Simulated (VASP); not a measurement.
Set up this calculation in VASP 6.6.1, as the native input.

```yaml
Task: single point
Functional: PBEsol
Potentials_or_basis: VASP PAW PBE potentials, release 64 (C)
Cutoff: 600 eV
k_mesh: 13 × 13 × 4
Occupations: methfessel-paxton, width 0.05 eV
Spin: no spin polarisation
Dipole_correction: no
Further_INCAR_settings: ALGO = Normal; EDIFF = 1e-06; NBANDS = 11
```

The structure of C lies in POSCAR:

```
C
1.0
    1.7170998636      0.0000000000      0.0000000000
   -0.8585499318      1.4870521027      0.0000000000
    0.0000000000      0.0000000000      6.6407720360
C
2
Direct
    0.3333333333      0.6666666667      0.2500000000
    0.6666666667      0.3333333333      0.7500000000
```

The input as run:

INCAR

```
SYSTEM = C
PREC = Accurate
ENCUT = 600
EDIFF = 1E-6
ISMEAR = 1
SIGMA = 0.05
LREAL = .FALSE.
LASPH = .TRUE.
NELM = 120
ALGO = Normal
ISIF = 2
LWAVE = .FALSE.
LCHARG = .FALSE.
GGA = PS
NBANDS = 11
GGA_COMPAT = .FALSE.
```

KPOINTS

```
regular mesh
0
G
  13 13 4
  0 0 0
```

Potentials or basis: VASP PAW PBE potentials, release 64 (C).

Launch:

```sh
$ cat potpaw_PBE.64/C/POTCAR > POTCAR
$ mpirun -np 1 vasp_std > vasp.out
```

Results of the run:

- Pressure: -0.1 GPa
- Band gap on the k mesh: zero (band 4 reaches 7.11 eV, above the bottom of band 5 at 5.18 eV)

Caveat: the PAW data sets were made with another functional, which shifts forces and pressure a little; this functional lacks dispersion, which binds the layers, so the pressure and a relaxed spacing across them are unreliable.

Run time: 10 s on 1 thread of Intel(R) Xeon(R) Platinum 8488C (Sapphire Rapids), with other jobs on the host, peak memory 0.13 GiB.
